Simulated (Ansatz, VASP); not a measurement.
One calculation of GaH3, two programs

INCAR

```
SYSTEM = GaH3
ALGO = Normal
EDIFF = 1E-6
EDIFFG = -0.01
ENCUT = 600
GGA = PE
IBRION = 2
ISIF = 3
ISMEAR = 0
LASPH = .True.
LCHARG = .False.
LREAL = .False.
LWAVE = .False.
NELM = 60
NSW = 100
PREC = Accurate
SIGMA = 0.1
```

File KPOINTS:

```
k-points
0
Gamma
  12 12 18
  0 0 0
```

POSCAR

```
GaH3
1.0
    2.4655938415     -2.9123598904      0.0000000000
    2.4655938415      2.9123598904      0.0000000000
    0.0000000000      0.0000000000      2.6212489305
Ga H
1 3
Direct
    0.0000000000      0.0000000000      0.0000000000
    0.3245699332      0.6754300668      0.0000000000
    0.6754300668      0.3245699332      0.0000000000
    0.5000000000      0.5000000000      0.0000000000
```

Input for Ansatz:

```yaml
crystal:
  lattice:
    - [2.4655938415, -2.9123598904, 0.0]
    - [2.4655938415, 2.9123598904, 0.0]
    - [0.0, 0.0, 2.6212489305]
  atoms:
    - { symbol: Ga, position: [0.0, 0.0, 0.0] }
    - { symbol: H, position: [0.3245699332, 0.6754300668, 0.0] }
    - { symbol: H, position: [0.6754300668, 0.3245699332, 0.0] }
    - { symbol: H, position: [0.5, 0.5, 0.0] }
basis:
  ecutwfc: 420
kpoints:
  mp_grid: { grid: [12, 12, 18] }
hamiltonian:
  xc: pbe
scf:
  occupations: { method: gaussian, width: 0.1 }
output:
  forces: true
  stress: true
  eigenvalues: true
  write_density: true
  write_potential: true
  elf: true
  volumetric_format: npy
relax:
  adjacent_minimum: "off"
  f_tol: 0.01
  max_steps: 80
  cell: { stress_tol: 0.05 }
```

Alike in both runs: task relaxation of cell and atoms; functional PBE; k mesh 12 × 12 × 18; occupations gaussian, width 0.1 eV; no spin polarisation.

|  | VASP | Ansatz |
| --- | --- | --- |
| version | VASP 6.6.1 | Ansatz 0.2.0 |
| potentials or method | VASP PAW PBE potentials, release 64 (Ga_d, H), cutoff 600 eV | scalar-relativistic, plane waves, PAW |
| valence electrons in the cell | 16 | 16 |

VASP gave:

```
gap on the k mesh at the Fermi level, each at its own relaxed structure (eV) : none
relaxed volume (Å³/atom)                                                     : 9.40
relaxed length of the cell vector where the two differ most in proportion (Å)              : 3.811
```

**Question.** Estimate Ansatz's values.

**Answer.** gap on the k mesh at the Fermi level, each at its own relaxed structure (eV): none; relaxed volume (Å³/atom): 9.46; relaxed length of the cell vector where the two differ most in proportion (Å): 3.822.

A gap of «none» marks a metal or a gap that the smearing closes.
